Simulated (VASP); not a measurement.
Crystal: Si3Br.

```
Si Br
1.0
     4.39654    0.00000    0.00000
     0.00000    4.39654    0.00000
     0.00000    0.00000    4.39654
Si Br
3 1
Direct
  0.50000 0.00000 0.00000
  0.00000 0.50000 0.00000
  0.00000 0.00000 0.50000
  0.50000 0.50000 0.50000
```

The cell was built from a structure type or drawn by symmetry, and may not be a known phase.

```yaml
Program: VASP 6.6.1
Task: relaxation of cell and atoms
Functional: PBE
Potentials_or_basis: VASP PAW PBE potentials, release 64 (Si, Br)
Cutoff: 600 eV
k_mesh: 4 × 4 × 4
Occupations: gaussian, width 0.1 eV
Spin: no spin polarisation
```

At the start: pressure -4.6 GPa; volume 21.25 Å³/atom.

Task: Where does the relaxation end?

Result: Over 3 steps the energy falls by 32.9 meV/atom and the volume is 19.10 Å³/atom (-10.1 %); space group Pm-3m (No. 221, to 0.1 Å) before and after.

Step by step:
| step | energy change (eV) | largest force (eV/Å) | pressure (GPa) | volume (Å³) |
| --- | --- | --- | --- | --- |
| 1 | 0.0000 | 0.0000 | -4.62 | 84.98 |
| 2 | -0.1286 | 0.0000 | -0.83 | 77.67 |
| 3 | -0.1317 | 0.0000 | 0.07 | 76.40 |

Final structure:
```cif
data_structure
_symmetry_space_group_name_H-M 'P 1'
_symmetry_Int_Tables_number 1
_cell_length_a 4.2432
_cell_length_b 4.2432
_cell_length_c 4.2432
_cell_angle_alpha 90.000
_cell_angle_beta 90.000
_cell_angle_gamma 90.000
_cell_volume 76.40
loop_
_atom_site_label
_atom_site_type_symbol
_atom_site_fract_x
_atom_site_fract_y
_atom_site_fract_z
_atom_site_occupancy
Si1 Si 0.50000 0.00000 0.00000 1
Si2 Si 0.00000 0.50000 0.00000 1
Si3 Si 0.00000 0.00000 0.50000 1
Br1 Br 0.50000 0.50000 0.50000 1
```

Caveat: an odd number of electrons without spin polarisation forces a metal; a magnetic or distorted state may lie lower.
